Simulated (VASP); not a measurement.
Here is a VASP 6.6.1 calculation.

Contents of INCAR:

```
PREC = Accurate
ENCUT = 520
EDIFF = 1E-6
ISMEAR = -1
SIGMA = 0.05
LREAL = F
LASPH = T
NELM = 60
ALGO = Normal
ISIF = 2
LWAVE = F
LCHARG = T
GGA = PS
LELF = T
LVHAR = T
NBANDS = 32
```

Contents of KPOINTS:

```
regular mesh
0
Gamma
  6 6 6
```

Contents of POSCAR:

```
Sn3Se
1.0
    0.0000000000      3.5055598844      3.5055598844
    3.5055598844      0.0000000000      3.5055598844
    3.5055598844      3.5055598844      0.0000000000
Sn Se
3 1
Direct
    0.5000000000      0.5000000000      0.5000000000
    0.7500000000      0.7500000000      0.7500000000
    0.2500000000      0.2500000000      0.2500000000
    0.0000000000      0.0000000000      0.0000000000
```

Potentials or basis: VASP PAW PBE potentials, release 64 (Sn_d, Se).

Launch:

```bash
$ cat potpaw_PBE.64/Sn_d/POTCAR potpaw_PBE.64/Se/POTCAR > POTCAR
$ mpirun -np 1 vasp_std > vasp.out
```

Q: Estimate the band gap on the k mesh.

A: Zero (band 24 reaches 10.27 eV, above the bottom of band 25 at 7.66 eV).

Q: Estimate the pressure.

A: 10.1 GPa.

Caveat: the PAW data sets were made with another functional, which shifts forces and pressure a little; spin-orbit coupling is left out, which moves the levels of the heavy elements.
